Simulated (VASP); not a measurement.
Write the native input for VASP 6.6.1 that does the following.

```yaml
Task: single point
Functional: RPBE
Potentials_or_basis: VASP PAW PBE potentials, release 64 (Ru_pv)
Cutoff: 520 eV
k_mesh: 14 × 14 × 14
Occupations: fermi-dirac, width 0.1 eV
Spin: no spin polarisation
Dipole_correction: no
Further_INCAR_settings: ALGO = Normal; EDIFF = 1e-07; NBANDS = 13
```

The structure of Ru lies in POSCAR:

```
Ru
1.0
    2.6238678688      0.0000000000      0.0000000000
    0.0000000000      2.6238678688      0.0000000000
    0.0000000000      0.0000000000      2.6238678688
Ru
1
Direct
    0.0000000000      0.0000000000      0.0000000000
```

This cell differs from its parent crystal: volume scaled by 1.12.

One way to write it, as run:

INCAR

```
  PREC = Accurate
  ENCUT = 520
  EDIFF = 1E-7
  ISMEAR = -1
  SIGMA = 0.1
  LREAL = F
  LASPH = T
  NELM = 60
  ALGO = Normal
  ISIF = 2
  LWAVE = F
  LCHARG = F
  GGA = RP
  NBANDS = 13
```

KPOINTS

```
regular mesh
0
Gamma
  14 14 14
```

Potentials or basis: VASP PAW PBE potentials, release 64 (Ru_pv).

Launch:

```console
$ cat potpaw_PBE.64/Ru_pv/POTCAR > POTCAR
$ mpirun -np 1 vasp_std > vasp.out
```

Results of the run:

```json
{
  "Pressure": "-17.6 GPa",
  "Band gap on the k mesh": "zero (band 7 reaches 11.56 eV, above the bottom of band 8 at 7.94 eV)"
}
```

Caveat: the PAW data sets were made with another functional, which shifts forces and pressure a little.

Run time: 12 s on 1 thread of Intel Xeon 6975P-C (shared host), peak memory 0.14 GiB.
